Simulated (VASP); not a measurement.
# Sc (Fd-3m) in VASP: further runs

Sc is run at these levels: r2SCAN; tasks: relaxation of cell and atoms.

Program: VASP 6.6.1. These are calculated values, not measurements. Logs are shortened: lines on timing, memory, paths and dates and some standing lists are left out, and cuts for length are marked.

### Step 1. The cell of the first run

The structure is cubic, space group Fd-3m (No. 227). Conventional cell: a = 6.380 Å, b = 6.380 Å, c = 6.380 Å, α = 90.00°, β = 90.00°, γ = 90.00°. Sc (site symmetry -43m) has 4 Sc at 2.76 Å within 3.6 Å.

This isn't the form of Sc at room conditions, which is hcp.

### Step 2. Relaxation of cell and atoms, r2SCAN, target pressure 10 GPa, at which the enthalpy is minimised

File POSCAR:

```
Sc
1.0
    0.0000000000      3.1900000000      3.1900000000
    3.1900000000      0.0000000000      3.1900000000
    3.1900000000      3.1900000000      0.0000000000
Sc
2
Direct
    0.0000000000      0.0000000000      0.0000000000
    0.2500000000      0.2500000000      0.2500000000
```

File INCAR.step1:

```
PREC = Accurate ; ENCUT = 600
ISMEAR = 1 ; SIGMA = 0.05
LREAL = False ; LASPH = True
NELM = 60 ; GGA = PE
ALGO = Normal ; EDIFF = 1E-4
LWAVE = True ; LCHARG = False
```

File INCAR.step2:

```
PREC = Accurate ; ENCUT = 600
EDIFF = 1E-6 ; ISMEAR = 1
SIGMA = 0.05 ; LREAL = False
LASPH = True ; NELM = 60
ALGO = Normal ; ISIF = 3
LWAVE = False ; LCHARG = False
METAGGA = R2SCAN ; LMIXTAU = True
IBRION = 2 ; NSW = 80
EDIFFG = -0.03 ; PSTRESS = 100.0
ISTART = 1
```

File KPOINTS:

```
regular mesh
0
Gamma
  6 6 6
```

Potentials or basis: VASP PAW PBE potentials, release 64 (Sc_sv).

Command:

```console
$ cat potpaw_PBE.64/Sc_sv/POTCAR > POTCAR
$ cp INCAR.step1 INCAR
$ mpirun -np 1 vasp_std > vasp.out
$ cp INCAR.step2 INCAR
$ mpirun -np 1 vasp_std > vasp.out
```

OUTCAR:

```text
PREC = Accurate
   ENCUT = 600
   EDIFF = 1E-6
   ISMEAR = 1
   LREAL = False
   LASPH = True
   NELM = 60
   ISIF = 3
   METAGGA = R2SCAN
   IBRION = 2
   NSW = 80
   EDIFFG = -0.03
   PSTRESS = 100.0
   ISTART = 1

 ion  position               nearest neighbor table
   1  0.000  0.000  0.000-   2 2.76   2 2.76   2 2.76   2 2.76
   2  0.250  0.250  0.250-   1 2.76   1 2.76   1 2.76   1 2.76

  LATTYP: Found a face centered cubic cell.
 ALAT       =     6.3800000000

  Lattice vectors:

 A1 = (   0.0000000000,   3.1900000000,   3.1900000000)
 A2 = (   3.1900000000,   0.0000000000,   3.1900000000)
 A3 = (   3.1900000000,   3.1900000000,   0.0000000000)

Analysis of symmetry for initial positions (statically):
=====================================================================
 Subroutine PRICEL returns:
 Original cell was already a primitive cell.

 Routine SETGRP: Setting up the symmetry group for a
 face centered cubic supercell.

 Subroutine GETGRP returns: Found 48 space group operations
 (whereof 24 operations were pure point group operations)
 out of a pool of 48 trial point group operations.

The static configuration has the point symmetry T_d .
 The point group associated with its full space group is O_h .

Analysis of symmetry for dynamics (positions and initial velocities):
=====================================================================
 Subroutine PRICEL returns:
 Original cell was already a primitive cell.

 Routine SETGRP: Setting up the symmetry group for a
 face centered cubic supercell.

 Subroutine GETGRP returns: Found 48 space group operations
 (whereof 24 operations were pure point group operations)
 out of a pool of 48 trial point group operations.

The dynamic configuration has the point symmetry T_d .
 The point group associated with its full space group is O_h .

 Subroutine INISYM returns: Found 48 space group operations
 (whereof 24 operations are pure point group operations),
 and found     1 'primitive' translations

----------------------------------------------------------------------------------------

                                     Primitive cell

  volume of cell :      64.9235

  direct lattice vectors                    reciprocal lattice vectors
     0.000000000  3.190000000  3.190000000    -0.156739812  0.156739812  0.156739812
     3.190000000  0.000000000  3.190000000     0.156739812 -0.156739812  0.156739812
     3.190000000  3.190000000  0.000000000     0.156739812  0.156739812 -0.156739812

  length of vectors
     4.511341264  4.511341264  4.511341264     0.271481318  0.271481318  0.271481318

  position of ions in fractional coordinates (direct lattice)
     0.000000000  0.000000000  0.000000000
     0.250000000  0.250000000  0.250000000

[... 73 lines left out ...]
   ISIF   =      3    stress and relaxation
   ISYM   =      2    0-nonsym 1-usesym 2-fastsym
   POTIM  = 0.5000    time-step for ionic-motion
   TEBEG  =    0.0;   TEEND  =   0.0 temperature during run
   PSTRESS=  100.0 pullay stress
   NELECT =      22.0000    total number of electrons
   NUPDOWN=      -1.0000    fix difference up-down
   EMIN   =  10.00;   EMAX   =-10.00  energy-range for DOS
   EFERMI =   0.00;   METHOD = LEGACY
   ISMEAR =     1;   SIGMA  =   0.05  broadening in eV -4-tet -1-fermi 0-gaus
   EFERMI_NEDOS =   21; number of points for ismear=-14 and -15
   IALGO  =     38    algorithm
   IMIX   =      4    mixing-type and parameters
     AMIX     =   0.40;   BMIX     =  1.00
     AMIX_MAG =   1.60;   BMIX_MAG =  1.00
  volume/ion in A,a.u.               =      32.46       219.06
  Fermi-wavevector in a.u.,A,eV,Ry     =   1.141340  2.156820 17.723725  1.302657
  Thomas-Fermi vector in A             =   2.278040
   LORBIT       =      0    0 simple, 1 ext, 2 COOP (PROOUT), +10 PAW based schemes
   METAGGA = R2SCAN    functional components
   LHFCALC =     F    Hartree Fock is set to
   AEXX    =    0.0000 exact exchange contribution
   IVDW    =     0    specifies the selected vdW correction
   LEPSILON=     F    determine dielectric tensor
   LRPA    =     F    only Hartree local field effects (RPA)
 conjugate gradient relaxation of ions
 non-spin polarized calculation
 Methfessel and Paxton  Order N= 1 SIGMA  =   0.05
  energy-cutoff  :      600.00
  volume of cell :       64.92
 maximum number of plane-waves:      2200
   NGX = 17   NGY = 17   NGZ = 17

--------------------------------------- Ionic step        1  -------------------------------------------

 number of electron      22.0000004 magnetization

 Free energy of the ion-electron system (eV)
  ---------------------------------------------------
  ext. energy  EPLUGINS =         0.00000000
  ---------------------------------------------------
  free energy    TOTEN  =       -18.40236903 eV

  energy without entropy =      -18.40178487  energy(sigma->0) =      -18.40217431

 E-fermi :   2.0757     XC(G=0):  -9.2585

 val. band max:        2.0498291904   @ k =  -0.3333   0.5000   0.1667
 cond. band min:       2.0938030982   @ k =   0.5000   0.5000   0.0000
 fundamental gap:      0.0439739078
 Fermi energy:         2.0756690869

 k-point     1 :       0.0000    0.0000    0.0000
  band No.  band energies     occupation
      1     -50.0017      2.00000
      2     -49.7367      2.00000
      3     -27.8244      2.00000
      4     -27.8244      2.00000
      5     -27.8243      2.00000
      6     -27.3701      2.00000
      7     -27.3701      2.00000
      8     -27.3701      2.00000
      9      -2.4041      2.00000
     10       2.0400      1.92855
     11       2.0400      1.92854
     12       2.4650     -0.00000
     13       2.4651     -0.00000
     14       2.4651     -0.00000
[... 378 lines left out ...]
  energy  without entropy=      -17.5553089628  energy(sigma->0) =      -17.55619278

  enthalpy is  TOTEN    =       -15.4017194310 eV   P V=        2.1549152540

[... ionic steps 4 to 12 ...]

--------------------------------------- Ionic step       13  -------------------------------------------

 number of electron      22.0000002 magnetization

------------------------ aborting loop because EDIFF is reached ----------------------------------------
[... 71 lines left out ...]
--------------------------------------- Ionic step       15  -------------------------------------------

 number of electron      22.0000002 magnetization

 Free energy of the ion-electron system (eV)
  ---------------------------------------------------
  ext. energy  EPLUGINS =         0.00000000
  ---------------------------------------------------
  free energy    TOTEN  =       -17.93061844 eV

  energy without entropy =      -17.92973327  energy(sigma->0) =      -17.93032339

 E-fermi :   5.1804     XC(G=0): -11.4147

 val. band max:        5.1671688670   @ k =  -0.3333   0.1667   0.0000
 cond. band min:       5.3807282118   @ k =   0.5000   0.3333   0.0000
 fundamental gap:      0.2135593448
 Fermi energy:         5.1804194410

 k-point     1 :       0.0000    0.0000    0.0000
  band No.  band energies     occupation
      1     -46.8296      2.00000
      2     -45.4611      2.00000
      3     -24.7830      2.00000
      4     -24.7830      2.00000
      5     -24.7830      2.00000
      6     -23.2650      2.00000
      7     -23.2650      2.00000
      8     -23.2650      2.00000
      9      -0.0554      2.00000
     10       4.3338      2.00000
     11       4.3338      2.00000
     12       5.7739     -0.00000
     13       5.7739     -0.00000
     14       5.7739     -0.00000
[... 302 lines left out ...]
  energy  without entropy=      -17.9297332697  energy(sigma->0) =      -17.93032339

  enthalpy is  TOTEN    =       -15.4961246217 eV   P V=        2.4344938230

 reached required accuracy - stopping structural energy minimisation
```

OUTCAR.step1:

```text
PREC = Accurate
   ENCUT = 600
   ISMEAR = 1
   LREAL = False
   LASPH = True
[... 500 lines left out ...]
      0.00000      0.00000      0.00000         0.000000      0.000000     -0.000000
      1.59500      1.59500      1.59500        -0.000000     -0.000000      0.000000
 -----------------------------------------------------------------------------------
    total drift:                                0.000000      0.000000      0.000000

  FREE ENERGIE OF THE ION-ELECTRON SYSTEM (eV)
  ---------------------------------------------------
  free  energy   TOTEN  =        -8.5348409747 eV

  energy  without entropy=       -8.5371204304  energy(sigma->0) =       -8.53560079
```

OSZICAR.step1:

```text
N       E                     dE             d eps       ncg     rms          rms(c)
DAV:   1     0.351388241557E+03    0.35139E+03   -0.10858E+04   480   0.162E+03
DAV:   2     0.103662453528E+02   -0.34102E+03   -0.33728E+03   621   0.649E+02
DAV:   3    -0.921903542673E+01   -0.19585E+02   -0.19081E+02   763   0.169E+02
DAV:   4    -0.960371264156E+01   -0.38468E+00   -0.38434E+00   774   0.247E+01
DAV:   5    -0.961505887734E+01   -0.11346E-01   -0.11170E-01   776   0.347E+00    0.614E+00
DAV:   6    -0.857496478796E+01    0.10401E+01   -0.41971E+00   648   0.205E+01    0.122E+00
DAV:   7    -0.854028729736E+01    0.34677E-01   -0.20871E-01   738   0.384E+00    0.537E-01
DAV:   8    -0.853503041488E+01    0.52569E-02   -0.18147E-02   620   0.188E+00    0.170E-01
DAV:   9    -0.853491747028E+01    0.11294E-03   -0.53853E-03   670   0.830E-01    0.587E-02
DAV:  10    -0.853484097467E+01    0.76496E-04   -0.92065E-04   527   0.328E-01
   1 F= -.85348410E+01 E0= -.85356008E+01  d E =0.227946E-02
```

It took 4.4 min on 1 thread of Intel Xeon 6975P-C (Granite Rapids), shared host; peak memory 0.23 GiB.

Results:

```yaml
Free_energy: -17.9306 eV
Relaxed_volume: 19.50 Å³/atom
Relaxed_cell: a = 3.807 Å, b = 3.807 Å, c = 3.807 Å, α = 60.00°, β = 60.00°, γ = 60.00°
Space_group_after_relaxing_to_0.1_Å: Fd-3m (No. 227)
Energy_change_on_relaxing_the_run_minimises_the_enthalpy: +235.9 meV/atom
Ionic_steps: 15
Pressure_after_relaxing: 9.9 GPa
Band_gap_on_the_k_mesh: zero (bands 11 and 12 overlap by 1.56 eV)
```

The path:
```csv
step,energy change (eV),largest force (eV/Å),pressure (GPa),volume (Å³)
1,0.0000,0.0000,0.09,64.92
2,0.1994,0.0000,3.41,47.82
3,0.8457,0.0000,17.29,34.53
4,0.4131,0.0000,7.98,40.08
5,0.4928,0.0000,10.40,38.67
6,0.4653,0.0000,9.58,39.11
7,0.4658,0.0000,9.56,39.10
8,0.4674,0.0000,9.61,39.08
9,0.4674,0.0000,9.62,39.08
10,0.4675,0.0000,9.61,39.08
11,0.4676,0.0000,9.59,39.07
12,0.4679,0.0000,9.63,39.07
13,0.4684,0.0000,9.64,39.06
14,0.4695,0.0000,9.68,39.04
15,0.4718,0.0000,9.91,39.00
```

Final structure:
```
Sc
1.0
     0.00000    2.69172    2.69172
     2.69172    0.00000    2.69172
     2.69172    2.69172    0.00000
Sc
2
Direct
  0.00000 0.00000 0.00000
  0.25000 0.25000 0.25000
```

Levels at points of the mesh, in eV from the Fermi level:
```csv
k point,band 8,band 9,band 10,band 11,band 12,band 13,band 14,band 15
"(0.00, 0.00, 0.00)",-28.45,-5.24,-0.85,-0.85,0.59,0.59,0.59,2.91
"(0.50, 0.00, 0.00)",-28.20,-2.07,-1.19,-0.85,-0.85,0.45,0.45,1.87
"(0.50, 0.50, 0.00)",-27.95,-2.67,-2.67,0.59,0.59,1.95,1.95,2.24
```

Caveat: the cell is relaxed towards a set pressure, so the run minimises the enthalpy, not the energy; the volume moved by over 15 % at a fixed basis, so the end points are rough; the PAW data sets were made with another functional, which shifts forces and pressure a little.

### Step 3. Relaxation of cell and atoms, r2SCAN, target pressure 20 GPa, at which the enthalpy is minimised

POSCAR is that of step 2.

File INCAR.step1:

```
SYSTEM = Sc
PREC = Accurate ; ENCUT = 600
ISMEAR = 1 ; SIGMA = 0.05
LREAL = .FALSE. ; LASPH = .TRUE.
NELM = 100 ; GGA = PE
ALGO = Normal ; EDIFF = 1E-4
LWAVE = .TRUE. ; LCHARG = .FALSE.
```

File INCAR.step2:

```
SYSTEM = Sc
PREC = Accurate ; ENCUT = 600
EDIFF = 1E-6 ; ISMEAR = 1
SIGMA = 0.05 ; LREAL = .FALSE.
LASPH = .TRUE. ; NELM = 100
ALGO = Normal ; ISIF = 3
LWAVE = .FALSE. ; LCHARG = .FALSE.
METAGGA = R2SCAN ; LMIXTAU = .TRUE.
IBRION = 2 ; NSW = 80
EDIFFG = -0.03 ; PSTRESS = 200.0
ISTART = 1
```

File KPOINTS:

```
Automatic mesh
0
G
  6 6 6
  0 0 0
```

Potentials or basis: VASP PAW PBE potentials, release 64 (Sc_sv).

Command:

```console
$ cat potpaw_PBE.64/Sc_sv/POTCAR > POTCAR
$ cp INCAR.step1 INCAR
$ mpirun -np 1 vasp_std > vasp.out
$ cp INCAR.step2 INCAR
$ mpirun -np 1 vasp_std > vasp.out
```

OUTCAR:

```text
SYSTEM = Sc
   PREC = Accurate
   ENCUT = 600
   EDIFF = 1E-6
   ISMEAR = 1
   LREAL = .FALSE.
   LASPH = .TRUE.
   NELM = 100
   ISIF = 3
   METAGGA = R2SCAN
   IBRION = 2
   NSW = 80
   EDIFFG = -0.03
   PSTRESS = 200.0
   ISTART = 1

 ion  position               nearest neighbor table
   1  0.000  0.000  0.000-   2 2.76   2 2.76   2 2.76   2 2.76
   2  0.250  0.250  0.250-   1 2.76   1 2.76   1 2.76   1 2.76

  LATTYP: Found a face centered cubic cell.
 ALAT       =     6.3800000000

  Lattice vectors:

 A1 = (   0.0000000000,   3.1900000000,   3.1900000000)
 A2 = (   3.1900000000,   0.0000000000,   3.1900000000)
 A3 = (   3.1900000000,   3.1900000000,   0.0000000000)

Analysis of symmetry for initial positions (statically):
=====================================================================
 Subroutine PRICEL returns:
 Original cell was already a primitive cell.

 Routine SETGRP: Setting up the symmetry group for a
 face centered cubic supercell.

 Subroutine GETGRP returns: Found 48 space group operations
 (whereof 24 operations were pure point group operations)
 out of a pool of 48 trial point group operations.

The static configuration has the point symmetry T_d .
 The point group associated with its full space group is O_h .

Analysis of symmetry for dynamics (positions and initial velocities):
=====================================================================
 Subroutine PRICEL returns:
 Original cell was already a primitive cell.

 Routine SETGRP: Setting up the symmetry group for a
 face centered cubic supercell.

 Subroutine GETGRP returns: Found 48 space group operations
 (whereof 24 operations were pure point group operations)
 out of a pool of 48 trial point group operations.

The dynamic configuration has the point symmetry T_d .
 The point group associated with its full space group is O_h .

 Subroutine INISYM returns: Found 48 space group operations
 (whereof 24 operations are pure point group operations),
 and found     1 'primitive' translations

----------------------------------------------------------------------------------------

                                     Primitive cell

  volume of cell :      64.9235

  direct lattice vectors                    reciprocal lattice vectors
     0.000000000  3.190000000  3.190000000    -0.156739812  0.156739812  0.156739812
[... 93 lines left out ...]
   EFERMI_NEDOS =   21; number of points for ismear=-14 and -15
   IALGO  =     38    algorithm
   IMIX   =      4    mixing-type and parameters
     AMIX     =   0.40;   BMIX     =  1.00
     AMIX_MAG =   1.60;   BMIX_MAG =  1.00
  volume/ion in A,a.u.               =      32.46       219.06
  Fermi-wavevector in a.u.,A,eV,Ry     =   1.141340  2.156820 17.723725  1.302657
  Thomas-Fermi vector in A             =   2.278040
   LORBIT       =      0    0 simple, 1 ext, 2 COOP (PROOUT), +10 PAW based schemes
   METAGGA = R2SCAN    functional components
   LHFCALC =     F    Hartree Fock is set to
   AEXX    =    0.0000 exact exchange contribution
   IVDW    =     0    specifies the selected vdW correction
   LEPSILON=     F    determine dielectric tensor
   LRPA    =     F    only Hartree local field effects (RPA)
 conjugate gradient relaxation of ions
 non-spin polarized calculation
 Methfessel and Paxton  Order N= 1 SIGMA  =   0.05
  energy-cutoff  :      600.00
  volume of cell :       64.92
 maximum number of plane-waves:      2200
   NGX = 17   NGY = 17   NGZ = 17

--------------------------------------- Ionic step        1  -------------------------------------------

 number of electron      22.0000004 magnetization

 Free energy of the ion-electron system (eV)
  ---------------------------------------------------
  ext. energy  EPLUGINS =         0.00000000
  ---------------------------------------------------
  free energy    TOTEN  =       -18.40236903 eV

  energy without entropy =      -18.40178487  energy(sigma->0) =      -18.40217431

 E-fermi :   2.0757     XC(G=0):  -9.2585

 val. band max:        2.0498291904   @ k =  -0.3333   0.5000   0.1667
 cond. band min:       2.0938030982   @ k =   0.5000   0.5000   0.0000
 fundamental gap:      0.0439739078
 Fermi energy:         2.0756690869

 k-point     1 :       0.0000    0.0000    0.0000
  band No.  band energies     occupation
      1     -50.0017      2.00000
      2     -49.7367      2.00000
      3     -27.8244      2.00000
      4     -27.8244      2.00000
      5     -27.8243      2.00000
      6     -27.3701      2.00000
      7     -27.3701      2.00000
      8     -27.3701      2.00000
      9      -2.4041      2.00000
     10       2.0400      1.92855
     11       2.0400      1.92854
     12       2.4650     -0.00000
     13       2.4651     -0.00000
     14       2.4651     -0.00000
[... 344 lines left out ...]
--------------------------------------- Ionic step        3  -------------------------------------------

 number of electron      22.0000001 magnetization

 Free energy of the ion-electron system (eV)
  ---------------------------------------------------
  ext. energy  EPLUGINS =         0.00000000
  ---------------------------------------------------
  free energy    TOTEN  =       -17.45625415 eV

  energy without entropy =      -17.45585507  energy(sigma->0) =      -17.45612112

 E-fermi :   6.5922     XC(G=0): -12.1159

 val. band max:        6.5772460142   @ k =  -0.3333   0.1667   0.0000
 cond. band min:       6.6403160546   @ k =   0.5000   0.1667   0.0000
 fundamental gap:      0.0630700404
 Fermi energy:         6.5922196970

 k-point     1 :       0.0000    0.0000    0.0000
  band No.  band energies     occupation
      1     -45.9259      2.00000
      2     -43.8457      2.00000
      3     -23.8443      2.00000
      4     -23.8443      2.00000
      5     -23.8443      2.00000
      6     -21.7986      2.00000
      7     -21.7986      2.00000
      8     -21.7986      2.00000
      9       0.9035      2.00000
     10       5.1388      2.00000
     11       5.1388      2.00000
     12       6.9680     -0.00000
     13       6.9680     -0.00000
     14       6.9680     -0.00000
[... 302 lines left out ...]
  energy  without entropy=      -17.4558550679  energy(sigma->0) =      -17.45612112

  enthalpy is  TOTEN    =       -13.2534518862 eV   P V=        4.2028022641

 reached required accuracy - stopping structural energy minimisation
```

Run time: 93 s. Hardware: 1 thread of Intel Xeon 6975P-C (Granite Rapids), shared host; peak memory 0.22 GiB.

Results:

- Free energy: -17.4563 eV
- Relaxed volume: 16.83 Å³/atom
- Relaxed cell: a = 3.624 Å, b = 3.624 Å, c = 3.624 Å, α = 60.00°, β = 60.00°, γ = 60.00°
- Space group after relaxing (to 0.1 Å): Fd-3m (No. 227)
- Energy change on relaxing (the run minimises the enthalpy): +473.1 meV/atom
- Ionic steps: 3
- Pressure after relaxing: 20.3 GPa
- Band gap on the k mesh: zero (bands 11 and 12 overlap by 1.57 eV)

The path:
```
step  energy change (eV)  largest force (eV/Å)  pressure (GPa)  volume (Å³)
   1              0.0000                0.0000            0.09        64.92
   2              0.9157                0.0000           19.35        33.91
   3              0.9461                0.0000           20.28        33.67
```

Final structure:
```xyz
2
Lattice="0.0000 2.5629 2.5629 2.5629 0.0000 2.5629 2.5629 2.5629 0.0000" Properties=species:S:1:pos:R:3 pbc="T T T"
Sc    0.0000    0.0000    0.0000
Sc    1.2814    1.2814    1.2814
```

Caveat: the cell is relaxed towards a set pressure, so the run minimises the enthalpy, not the energy; the volume moved by over 15 % at a fixed basis, so the end points are rough; the PAW data sets were made with another functional, which shifts forces and pressure a little.

The gap in the log of VASP goes by the Fermi energy; the results here count the filled bands.